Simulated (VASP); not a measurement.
Input of a VASP 6.6.1 run:

Contents of INCAR:

```
SYSTEM = PbS
PREC = Accurate
ENCUT = 600
EDIFF = 1E-7
ISMEAR = -1
SIGMA = 0.1
LREAL = .FALSE.
LASPH = .TRUE.
NELM = 60
ALGO = Normal
ISIF = 3
LWAVE = .FALSE.
LCHARG = .FALSE.
GGA = PE
IBRION = 2
NSW = 60
EDIFFG = -0.005
PSTRESS = 400.0
```

Contents of KPOINTS:

```
regular mesh
0
G
  14 14 14
  0 0 0
```

The input POSCAR:

```
PbS
1.0
    0.0000000000      2.6674415536      2.6674415536
    2.6674415536      0.0000000000      2.6674415536
    2.6674415536      2.6674415536      0.0000000000
Pb S
1 1
Direct
    0.0000000000      0.0000000000      0.0000000000
    0.5000000000      0.5000000000      0.5000000000
```

Potentials or basis: VASP PAW PBE potentials, release 64 (Pb_d, S).

Launch:

```bash
$ cat potpaw_PBE.64/Pb_d/POTCAR potpaw_PBE.64/S/POTCAR > POTCAR
$ mpirun -np 1 vasp_std > vasp.out
```

What does it give for the relaxed volume?

18.94 Å³/atom.

Estimate the space group after relaxing (to 0.1 Å).

Fm-3m (No. 225).

Final structure:
```xyz
2
Lattice="0.0000 2.6656 2.6656 2.6656 0.0000 2.6656 2.6656 2.6656 0.0000" Properties=species:S:1:pos:R:3 pbc="T T T"
Pb    0.0000    0.0000    0.0000
S     2.6656    2.6656    2.6656
```

Caveat: the cell is relaxed towards a set pressure, so the run minimises the enthalpy, not the energy.
